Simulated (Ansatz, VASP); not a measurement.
Al: VASP beside Ansatz

```xyz
1
Lattice="0.0000 1.8154 2.3600 1.8154 0.0000 2.3600 1.8154 1.8154 0.0000" Properties=species:S:1:pos:R:3 pbc="T T T"
Al    0.0000    0.0000    0.0000
```

Alike in both runs: task single point; functional PBEsol; dispersion D3(BJ); k mesh 28 × 28 × 28; occupations gaussian, width 0.15 eV; no spin polarisation.

|  | VASP | Ansatz |
| --- | --- | --- |
| version | VASP 6.6.1 | Ansatz 0.2.0 |
| potentials or method | VASP PAW PBE potentials, release 64 (Al), cutoff 520 eV | scalar-relativistic, plane waves, PAW |
| valence electrons in the cell | 3 | 3 |

VASP gave:

| Item | Value |
| --- | --- |
| gap on the k mesh at the Fermi level (eV) | none |
| pressure (GPa) | 6.4 |
| traceless stress, the component that is largest in VASP (GPa) | -17.02 |

Question: Which values does Ansatz return?

Answer: gap on the k mesh at the Fermi level (eV): none; pressure (GPa): 6.2; traceless stress, the component that is largest in VASP (GPa): -16.93.

VASP's potentials were made for PBE, not for PBEsol. A gap of «none» marks a metal or a gap that the smearing closes.
